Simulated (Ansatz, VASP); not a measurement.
Ti: VASP beside Ansatz

The input INCAR:

```
SYSTEM = Ti
  PREC = Accurate
  ENCUT = 500
  EDIFF = 1E-6
  ISMEAR = 0
  SIGMA = 0.016
  LREAL = .False.
  LASPH = .True.
  NELM = 120
  ALGO = Normal
  ISIF = 2
  LWAVE = .False.
  LCHARG = .False.
  GGA = PE
  NBANDS = 12
  GGA_COMPAT = .False.
```

File KPOINTS:

```
regular mesh
0
Gamma
  11 11 11
  0 0 0
```

Contents of POSCAR:

```
Ti
1.0
   -1.6410000000      1.6410000000      1.6410000000
    1.6410000000     -1.6410000000      1.6410000000
    1.6410000000      1.6410000000     -1.6410000000
Ti
1
Direct
    0.0000000000      0.0000000000      0.0000000000
```

Contents of input.yaml:

```yaml
crystal:
  lattice:
    - [-1.641, 1.641, 1.641]
    - [1.641, -1.641, 1.641]
    - [1.641, 1.641, -1.641]
  atoms:
    - { symbol: Ti, position: [0.0, 0.0, 0.0] }
hamiltonian:
  xc: pbe
  pseudopotentials: { kind: paw }
kpoints:
  mp_grid: { grid: [11, 11, 11] }
scf:
  occupations: { method: gaussian, width: 0.016 }
output:
  forces: true
  stress: true
  eigenvalues: true
```

Alike in both runs: task single point; functional PBE; k mesh 11 × 11 × 11; occupations gaussian, width 0.016 eV; no spin polarisation.

```csv
,VASP,Ansatz
version,VASP 6.6.1,Ansatz 0.2.0
potentials or method,"VASP PAW PBE potentials, release 64 (Ti_sv)",Ansatz PAW
plane-wave cutoff (eV),500,420
valence electrons in the cell,12,12
```

```tsv
	VASP	Ansatz	Ansatz less VASP
gap on the k mesh at the Fermi level (eV)	none	none	-
pressure (GPa)	-3.2	-2.9	+0.28
```

A gap of «none» marks a metal or a gap that the smearing closes. The functional is the same, so the differences come from potentials, cutoffs and numerics.
